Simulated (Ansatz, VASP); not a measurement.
PbS in VASP and in Ansatz

File POSCAR:

```
PbS
1.0
    0.0000000000      2.9853913009      2.9853913009
    2.9853913009      0.0000000000      2.9853913009
    2.9853913009      2.9853913009      0.0000000000
Pb S
1 1
Direct
    0.0000000000      0.0000000000      0.0000000000
    0.5000000000      0.5000000000      0.5000000000
```

INCAR.step1

```
PREC = Accurate
ENCUT = 520
EDIFF = 1E-5
ISMEAR = -1
SIGMA = 0.05
LREAL = F
LASPH = T
NELM = 60
ALGO = Normal
ISIF = 2
LWAVE = T
GGA = PE
NBANDS = 17
```

Contents of INCAR.step2:

```
PREC = Accurate
ENCUT = 520
EDIFF = 1E-6
ISMEAR = -1
SIGMA = 0.05
LREAL = F
LASPH = T
NELM = 60
ALGO = Normal
ISIF = 2
LWAVE = F
LCHARG = T
GGA = B5
LHFCALC = T
AEXX = 0.5
ALDAX = 0.5
AGGAX = 0.5
AGGAC = 1.0
ALDAC = 0.0
PRECFOCK = Normal
LELF = T
LVHAR = T
ISTART = 1
NBANDS = 17
```

Contents of KPOINTS:

```
Automatic mesh
0
Gamma
  4 4 4
```

The input input.yaml:

```yaml
crystal:
  lattice:
    - [0.0, 2.9853913009, 2.9853913009]
    - [2.9853913009, 0.0, 2.9853913009]
    - [2.9853913009, 2.9853913009, 0.0]
  atoms:
    - { symbol: Pb, position: [0.0, 0.0, 0.0] }
    - { symbol: S, position: [0.5, 0.5, 0.5] }
hamiltonian:
  xc: { name: BHLYP }
  pseudopotentials: { kind: paw }
kpoints:
  mp_grid: { grid: [4, 4, 4] }
scf:
  occupations: { method: fermi_dirac, width: 0.05 }
output:
  forces: true
  stress: true
  eigenvalues: true
  write_density: true
  write_potential: true
  elf: true
  volumetric_format: npy
```

Alike in both runs: task single point; functional BHLYP; k mesh 4 × 4 × 4; occupations fermi-dirac, width 0.05 eV; no spin polarisation.

|  | VASP | Ansatz |
| --- | --- | --- |
| version | VASP 6.6.1 | Ansatz 0.2.0 |
| potentials or method | VASP PAW PBE potentials, release 64 (Pb_d, S) | Ansatz PAW |
| plane-wave cutoff (eV) | 520 | 420 |
| valence electrons in the cell | 20 | 20 |

```tsv
	VASP	Ansatz	Ansatz less VASP
gap on the k mesh at the Fermi level (eV)	2.93	2.83	-0.092
least direct gap on the mesh (eV)	2.93	2.83	-0.092
pressure (GPa)	2.3	2.6	+0.32
```

VASP's potentials were made for PBE, not for BHLYP. The functional is the same, so the differences come from potentials, cutoffs and numerics.

The k mesh is coarse, so the values compare programs but aren't converged. Neither program's run includes spin-orbit coupling.
